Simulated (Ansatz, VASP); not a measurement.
## Pb: VASP beside Ansatz

```
Pb
1.0
    -2.07475    2.07475    2.07475
     2.07475   -2.07475    2.07475
     2.07475    2.07475   -2.07475
Pb
1
Cartesian
  0.0000 0.0000 0.0000
```

Alike in both runs: task single point; functional PBE; k mesh 13 × 13 × 13; occupations fermi-dirac, width 0.1 eV; no spin polarisation.

|  | VASP | Ansatz |
| --- | --- | --- |
| version | VASP 6.6.1 | Ansatz 0.2.0 |
| potentials or method | VASP PAW PBE potentials, release 64 (Pb_d), cutoff 520 eV | plane waves (420 eV) with PAW, scalar-relativistic |
| valence electrons in the cell | 14 | 14 |

|  | VASP | Ansatz | Ansatz less VASP |
| --- | --- | --- | --- |
| pressure (GPa) | -3.4 | -3.4 | +0.05 |

With one functional, cell and mesh, what is left measures potentials, basis and numerics.

Neither program's run includes spin-orbit coupling.
